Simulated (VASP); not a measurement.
Input of a VASP 6.6.1 run:

File INCAR:

```
PREC     = Accurate       # precision mode
ENCUT    = 520            # plane-wave cutoff, eV
EDIFF    = 1E-7           # SCF threshold, eV
ISMEAR   = 0              # smearing method
SIGMA    = 0.01           # smearing width, eV
LREAL    = False          # projectors in reciprocal space
LASPH    = True           # aspherical terms in the spheres
NELM     = 100            # most SCF steps
ALGO     = Normal         # electronic algorithm
ISIF     = 2              # what is computed and relaxed
LWAVE    = False          # write WAVECAR
LCHARG   = True           # write CHGCAR
GGA      = PS             # functional
LELF     = True           # ELF
LVHAR    = True         
NBANDS   = 30             # bands
```

KPOINTS

```
regular mesh
0
Gamma
  6 6 6
```

The input POSCAR:

```
CsPbCl3
1.0
    5.6186547203      0.0000000000      0.0000000000
    0.0000000000      5.6186547203      0.0000000000
    0.0000000000      0.0000000000      5.6186547203
Cs Pb Cl
1 1 3
Direct
    0.5000000000      0.5000000000      0.5000000000
    0.0000000000      0.0000000000      0.0000000000
    0.5000000000      0.0000000000      0.0000000000
    0.0000000000      0.5000000000      0.0000000000
    0.0000000000      0.0000000000      0.5000000000
```

Potentials or basis: VASP PAW PBE potentials, release 64 (Cs_sv, Pb_d, Cl).

Launch:

```bash
$ cat potpaw_PBE.64/Cs_sv/POTCAR potpaw_PBE.64/Pb_d/POTCAR potpaw_PBE.64/Cl/POTCAR > POTCAR
$ mpirun -np 1 vasp_std > vasp.out
```

(1) Predict the band gap on the k mesh.

(2) Predict the pressure.

Answers

(1) 1.84 eV, direct.

(2) 0.0 GPa.

Caveat: the PAW data sets were made with another functional, which shifts forces and pressure a little; spin-orbit coupling is left out, which moves the levels of the heavy elements.
